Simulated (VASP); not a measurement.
The system is Te.

```
Te
1.0
     2.27474    1.31332    1.66810
    -2.27474    1.31332    1.66810
     0.00000   -2.62664    1.66810
Te
1
Direct
  0.50000 0.50000 0.50000
```

Base run:

- Program: VASP 6.6.1
- Functional: r2SCAN
- Potentials or basis: VASP PAW PBE potentials, release 64 (Te)
- Cutoff: 520 eV
- k mesh: 9 × 9 × 9
- Occupations: fermi-dirac, width 0.05 eV
- Spin: no spin polarisation

Its results: band gap on the k mesh zero (band 3 reaches 10.24 eV, above the bottom of band 4 at 4.72 eV); pressure 4.9 GPa.

The run is repeated on the same cell with these changes: functional from r2SCAN to PBEsol; further incar settings from ALGO = Normal; EDIFF = 1e-07; NBANDS = 9 to ALGO = Normal; EDIFF = 1e-06; NBANDS = 9. What comes out?

Band gap on the k mesh zero (band 3 reaches 10.07 eV, above the bottom of band 4 at 4.91 eV); pressure 2.5 GPa.

Caveats: the PAW data sets were made with another functional, which shifts forces and pressure a little; spin-orbit coupling is left out, which moves the levels of the heavy elements.
